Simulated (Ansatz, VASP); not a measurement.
Pt: VASP beside Ansatz

```
Pt
1.0
    -1.54594    1.54594    1.56949
     1.54594   -1.54594    1.56949
     1.54594    1.54594   -1.56949
Pt
1
Direct
  0.00000 0.00000 0.00000
```

Change from the starting cell: strain -0.015 along x and y, +0.000 along z, atoms carried along.

Alike in both runs: task single point; functional r2SCAN; k mesh 26 × 26 × 26; occupations gaussian, width 0.15 eV; no spin polarisation.

```csv
,VASP,Ansatz
version,VASP 6.6.1,Ansatz 0.2.0
potentials or method,"VASP PAW PBE potentials, release 64 (Pt), cutoff 520 eV","scalar-relativistic, plane waves, PAW"
valence electrons in the cell,10,18
```

VASP gave:

```
gap on the k mesh at the Fermi level (eV)                     : none
pressure (GPa)                                                : 9.5
traceless stress, the component that is largest in VASP (GPa) : 0.95
```

Task: What did Ansatz give for the same quantities?

Result: gap on the k mesh at the Fermi level (eV): none; pressure (GPa): 8.7; traceless stress, the component that is largest in VASP (GPa): 0.94.

VASP's potentials were made for PBE, not for r2SCAN. A gap of «none» marks a metal or a gap that the smearing closes. The functional is the same, so the differences come from potentials, cutoffs and numerics. VASP's potentials hold 10 valence electrons a cell and Ansatz's 18, so a difference there can come from the potentials and not from the codes.

Spin-orbit coupling is off throughout.
